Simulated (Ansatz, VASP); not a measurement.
# Two plane-wave programs on Zn

File POSCAR:

```
Zn
1.0
    0.0000000000      1.9515891866      1.9515891866
    1.9515891866      0.0000000000      1.9515891866
    1.9515891866      1.9515891866      0.0000000000
Zn
1
Direct
    0.0000000000      0.0000000000      0.0000000000
```

INCAR.step1

```
SYSTEM = Zn
PREC = Accurate ; ENCUT = 520
ISMEAR = -1 ; SIGMA = 0.05
LREAL = .False. ; LASPH = .True.
NELM = 100 ; NBANDS = 12
GGA = PE ; ALGO = Normal
EDIFF = 1E-4 ; LWAVE = .True.
LCHARG = .False.
```

Contents of INCAR.step2:

```
SYSTEM = Zn
PREC = Accurate ; ENCUT = 520
EDIFF = 1E-6 ; ISMEAR = -1
SIGMA = 0.05 ; LREAL = .False.
LASPH = .True. ; NELM = 100
ALGO = Normal ; ISIF = 2
LWAVE = .False. ; LCHARG = .False.
METAGGA = R2SCAN ; LMIXTAU = .True.
NBANDS = 12 ; ISTART = 1
```

The input KPOINTS:

```
Automatic mesh
0
Gamma
  12 12 12
  0 0 0
```

input.yaml

```yaml
crystal:
  lattice:
    - [0.0, 1.9515891866, 1.9515891866]
    - [1.9515891866, 0.0, 1.9515891866]
    - [1.9515891866, 1.9515891866, 0.0]
  atoms:
    - { symbol: Zn, position: [0.0, 0.0, 0.0] }
hamiltonian:
  xc: r2scan
  pseudopotentials: { kind: paw }
kpoints:
  mp_grid: { grid: [12, 12, 12] }
scf:
  occupations: { method: fermi_dirac, width: 0.05 }
output:
  forces: true
  stress: true
  eigenvalues: true
  write_density: true
  write_potential: true
  elf: true
  volumetric_format: npy
```

Alike in both runs: task single point; functional r2SCAN; k mesh 12 × 12 × 12; occupations fermi-dirac, width 0.05 eV; no spin polarisation.

|  | VASP | Ansatz |
| --- | --- | --- |
| version | VASP 6.6.1 | Ansatz 0.2.0 |
| potentials or method | VASP PAW PBE potentials, release 64 (Zn) | Ansatz PAW |
| plane-wave cutoff (eV) | 520 | 500 |
| valence electrons in the cell | 12 | 12 |

VASP gave:

* gap on the k mesh at the Fermi level (eV): none
* pressure (GPa): -3.0

Task: What did Ansatz give for the same quantities?

Result: gap on the k mesh at the Fermi level (eV): none; pressure (GPa): -3.3.

VASP's potentials were made for PBE, not for r2SCAN. A gap of «none» marks a metal or a gap that the smearing closes.
